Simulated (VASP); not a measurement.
# Ta (Pm-3m) in VASP: density of states with PBEsol

Aim: the density of states of Ta with PBEsol.

Everything below comes from runs of VASP 6.6.1. Logs are shortened: lines on timing, memory, paths and dates and some standing lists are left out, and cuts for length are marked.

### 1 The cell of the first run

The structure is cubic, space group Pm-3m (No. 221). The conventional cell has a = 2.708 Å, b = 2.708 Å, c = 2.708 Å, α = 90.00°, β = 90.00°, γ = 90.00°. Within 3.6 Å of Ta (site symmetry m-3m) lie 6 Ta at 2.71 Å.

### 2 Density of states, PBEsol

The input, POSCAR:

```
Ta
1.0
    2.7081013932      0.0000000000      0.0000000000
    0.0000000000      2.7081013932      0.0000000000
    0.0000000000      0.0000000000      2.7081013932
Ta
1
Direct
    0.0000000000      0.0000000000      0.0000000000
```

The input, INCAR.step1:

```
ALGO = Normal
EDIFF = 1E-6
ENCUT = 520
GGA = PS
ISIF = 2
ISMEAR = -1
LASPH = T
LCHARG = T
LMAXMIX = 4
LREAL = F
LWAVE = F
NBANDS = 12
NELM = 80
PREC = Accurate
SIGMA = 0.05
```

The input, KPOINTS.step1:

```
k-points
0
Gamma
  14 14 14
```

The input, INCAR.step2:

```
ALGO = Normal
EDIFF = 1E-6
ENCUT = 520
GGA = PS
ICHARG = 11
ISIF = 2
ISMEAR = -5
LASPH = T
LCHARG = F
LMAXMIX = 4
LORBIT = 10
LREAL = F
LWAVE = F
NBANDS = 12
NEDOS = 1001
NELM = 80
PREC = Accurate
SIGMA = 0.05
```

The input, KPOINTS.step2:

```
k-points
0
Gamma
  21 21 21
```

Potentials or basis: VASP PAW PBE potentials, release 64 (Ta_pv).

On the command line:

```bash
> cat potpaw_PBE.64/Ta_pv/POTCAR > POTCAR
> cp INCAR.step1 INCAR
> cp KPOINTS.step1 KPOINTS
> mpirun -np 1 vasp_std > vasp.out
> cp INCAR.step2 INCAR
> cp KPOINTS.step2 KPOINTS
> mpirun -np 1 vasp_std > vasp.out
```

OUTCAR:

```text
EDIFF = 1E-6
   ENCUT = 520
   GGA = PS
   ICHARG = 11
   ISIF = 2
   ISMEAR = -5
   LASPH = T
   LORBIT = 10
   LREAL = F
   NELM = 80
   PREC = Accurate

 ion  position               nearest neighbor table
   1  0.000  0.000  0.000-

  LATTYP: Found a simple cubic cell.
 ALAT       =     2.7081013932

  Lattice vectors:

 A1 = (   2.7081013932,   0.0000000000,   0.0000000000)
 A2 = (   0.0000000000,   2.7081013932,   0.0000000000)
 A3 = (   0.0000000000,   0.0000000000,   2.7081013932)

Analysis of symmetry for initial positions (statically):
=====================================================================
 Subroutine PRICEL returns:
 Original cell was already a primitive cell.

 Routine SETGRP: Setting up the symmetry group for a
 simple cubic supercell.

 Subroutine GETGRP returns: Found 48 space group operations
 (whereof 48 operations were pure point group operations)
 out of a pool of 48 trial point group operations.

The static configuration has the point symmetry O_h .

Analysis of symmetry for dynamics (positions and initial velocities):
=====================================================================
 Subroutine PRICEL returns:
 Original cell was already a primitive cell.

 Routine SETGRP: Setting up the symmetry group for a
 simple cubic supercell.

 Subroutine GETGRP returns: Found 48 space group operations
 (whereof 48 operations were pure point group operations)
 out of a pool of 48 trial point group operations.

The dynamic configuration has the point symmetry O_h .

 Subroutine INISYM returns: Found 48 space group operations
 (whereof 48 operations are pure point group operations),
 and found     1 'primitive' translations

----------------------------------------------------------------------------------------

                                     Primitive cell

  volume of cell :      19.8607

  direct lattice vectors                    reciprocal lattice vectors
     2.708101393  0.000000000  0.000000000     0.369262393  0.000000000  0.000000000
     0.000000000  2.708101393  0.000000000     0.000000000  0.369262393  0.000000000
     0.000000000  0.000000000  2.708101393     0.000000000  0.000000000  0.369262393

  length of vectors
     2.708101393  2.708101393  2.708101393     0.369262393  0.369262393  0.369262393

  position of ions in fractional coordinates (direct lattice)
     0.000000000  0.000000000  0.000000000

  ion indices of the primitive-cell ions
   primitive index   ion index
                 1           1
[... 79 lines left out ...]
   NFREE  =      0    steps in history (QN), initial steepest desc. (CG)
   ISIF   =      2    stress and relaxation
   ISYM   =      2    0-nonsym 1-usesym 2-fastsym
   POTIM  = 0.5000    time-step for ionic-motion
   TEBEG  =    0.0;   TEEND  =   0.0 temperature during run
   PSTRESS=    0.0 pullay stress
   NELECT =      11.0000    total number of electrons
   NUPDOWN=      -1.0000    fix difference up-down
   EMIN   =  10.00;   EMAX   =-10.00  energy-range for DOS
   EFERMI =   0.00;   METHOD = LEGACY
   ISMEAR =    -5;   SIGMA  =   0.05  broadening in eV -4-tet -1-fermi 0-gaus
   EFERMI_NEDOS =   21; number of points for ismear=-14 and -15
   IALGO  =     38    algorithm
   IMIX   =      4    mixing-type and parameters
     AMIX     =   0.40;   BMIX     =  1.00
     AMIX_MAG =   1.60;   BMIX_MAG =  1.00
  volume/ion in A,a.u.               =      19.86       134.03
  Fermi-wavevector in a.u.,A,eV,Ry     =   1.344438  2.540620 24.592718  1.807514
  Thomas-Fermi vector in A             =   2.472432
   LORBIT       =     10    0 simple, 1 ext, 2 COOP (PROOUT), +10 PAW based schemes
   GGA     = PS    functional components
   LHFCALC =     F    Hartree Fock is set to
   AEXX    =    0.0000 exact exchange contribution
   IVDW    =     0    specifies the selected vdW correction
   LEPSILON=     F    determine dielectric tensor
   LRPA    =     F    only Hartree local field effects (RPA)
 non-spin polarized calculation
 Fermi weights with tetrahedron method with Bloechl corrections
  energy-cutoff  :      520.00
  volume of cell :       19.86
 maximum number of plane-waves:       552

 number of electron      11.0000003 magnetization

 Free energy of the ion-electron system (eV)
  ---------------------------------------------------
  ext. energy  EPLUGINS =         0.00000000
  ---------------------------------------------------
  free energy    TOTEN  =       -11.39710048 eV

  energy without entropy =      -11.39710048  energy(sigma->0) =      -11.39710048

 E-fermi :   4.5384     XC(G=0): -12.1229

 val. band max:        4.6669810627   @ k =   0.4762   0.4286   0.1905
 cond. band min:       4.5085748521   @ k =   0.3810   0.2381   0.2381
 fundamental gap:     -0.1584062106
 Fermi energy:         4.5384147162

 k-point     1 :       0.0000    0.0000    0.0000
  band No.  band energies     occupation
      1     -28.6920      2.00000
      2     -28.6920      2.00000
      3     -28.6920      2.00000
      4      -2.8260      2.00000
      5       1.8460      2.00000
      6       1.8460      2.00000
      7      10.9612      0.00000
      8      10.9612      0.00000
      9      10.9612      0.00000
     10      18.9837      0.00000
     11      19.4278      0.00000
     12      19.4278      0.00000
[... 331 lines left out ...]
 k-point    24 :       0.1905    0.0952    0.0000
  band No.  band energies     occupation
      1     -29.1259      2.00000
      2     -28.7762      2.00000
      3     -28.6436      2.00000
      4      -1.5190      2.00000
      5       2.3644      2.00000
      6       3.1098      2.00000
      7       8.7255      0.00000
      8       9.3668      0.00000
      9      10.6372      0.00000
     10      16.5213      0.00000
     11      18.9905      0.00000
     12      20.0179      0.00000

 [... further k-points ...]
[... 5 lines left out ...]
  --------------------------------------------------------------------------------------
  -------------------------------------------------------------------------------------
  Total        0.1142911      0.1142911      0.1142911      0.0000000     -0.0000000      0.0000000
  in kB        9.2199393      9.2199393      9.2199393      0.0000000     -0.0000000      0.0000000
  external PRESSURE =       9.2199393 kB  Pullay stress =       0.0000000 kB

 VOLUME and BASIS-vectors are now :
 -----------------------------------------------------------------------------
  energy-cutoff  :      520.00
  volume of cell :       19.86
      direct lattice vectors                 reciprocal lattice vectors
     2.708101393  0.000000000  0.000000000     0.369262393  0.000000000  0.000000000
     0.000000000  2.708101393  0.000000000     0.000000000  0.369262393  0.000000000
     0.000000000  0.000000000  2.708101393     0.000000000  0.000000000  0.369262393

 POSITION                                       TOTAL-FORCE (eV/Angst)
 -----------------------------------------------------------------------------------
      0.00000      0.00000      0.00000         0.000000      0.000000      0.000000
 -----------------------------------------------------------------------------------
    total drift:                                0.000000      0.000000     -0.000000

  FREE ENERGIE OF THE ION-ELECTRON SYSTEM (eV)
  ---------------------------------------------------
  free  energy   TOTEN  =       -11.3971004819 eV

  energy  without entropy=      -11.3971004819  energy(sigma->0) =      -11.39710048

 total charge

# of ion       s       p       d       tot
------------------------------------------
    1        0.423   6.108   2.488   9.018
```

OUTCAR.step1:

```text
EDIFF = 1E-6
   ENCUT = 520
   GGA = PS
   ISIF = 2
   ISMEAR = -1
   LASPH = T
[... 574 lines left out ...]

 POSITION                                       TOTAL-FORCE (eV/Angst)
 -----------------------------------------------------------------------------------
      0.00000      0.00000      0.00000         0.000000      0.000000      0.000000
 -----------------------------------------------------------------------------------
    total drift:                               -0.000000      0.000000      0.000000

  FREE ENERGIE OF THE ION-ELECTRON SYSTEM (eV)
  ---------------------------------------------------
  free  energy   TOTEN  =       -11.3874049992 eV

  energy  without entropy=      -11.3763270761  energy(sigma->0) =      -11.38186604
```

Run time: 38 s. Hardware: 1 thread of Intel Xeon Platinum 8488C (Sapphire Rapids), shared host; peak memory 0.18 GiB.

What came out:

| Quantity | Value |
| --- | --- |
| Valence electrons inside the program's atomic spheres | Ta 9.02 |

Caveat: the PAW data sets were made with another functional, which shifts forces and pressure a little; spin-orbit coupling is left out, which moves the levels of the heavy elements; tetrahedron occupations give inexact forces and stress in metals.
